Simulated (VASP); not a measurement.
Here is a VASP 6.6.1 calculation.

File INCAR:

```
PREC     = Accurate       # precision mode
ENCUT    = 600            # plane-wave cutoff, eV
EDIFF    = 1E-7           # SCF threshold, eV
ISMEAR   = -1             # smearing method
SIGMA    = 0.08           # smearing width, eV
LREAL    = F              # projectors in reciprocal space
LASPH    = T              # aspherical terms in the spheres
NELM     = 100            # most SCF steps
ALGO     = Normal         # electronic algorithm
ISIF     = 3              # what is computed and relaxed
LWAVE    = F              # write WAVECAR
LCHARG   = F              # write CHGCAR
IBRION   = 2              # ionic algorithm
NSW      = 32             # ionic steps
EDIFFG   = -0.005         # ionic threshold
PSTRESS  = 16.0
```

Contents of KPOINTS:

```
Automatic mesh
0
Gamma
  11 11 11
```

File POSCAR:

```
Ca
1.0
    3.2464471981      0.0000000000      0.0000000000
    0.0000000000      3.2464471981      0.0000000000
    0.0000000000      0.0000000000      3.2464471981
Ca
1
Direct
    0.0000000000      0.0000000000      0.0000000000
```

Potentials or basis: VASP PAW LDA potentials, release 64 (Ca_sv).

Run with:

```sh
$ cat potpaw_LDA.64/Ca_sv/POTCAR > POTCAR
$ mpirun -np 1 vasp_std > vasp.out
```

Question: Predict the band gap on the k mesh.

Answer: Zero (bands 5 and 6 overlap by 0.47 eV).

Final structure:
```
CELL_PARAMETERS angstrom
3.24645 0.00000 0.00000
0.00000 3.24645 0.00000
0.00000 0.00000 3.24645
ATOMIC_POSITIONS crystal
Ca 0.00000 0.00000 0.00000
```

Caveat: the relaxation stopped at its first step, so nothing moved; the cell is relaxed towards a set pressure, so the run minimises the enthalpy, not the energy.
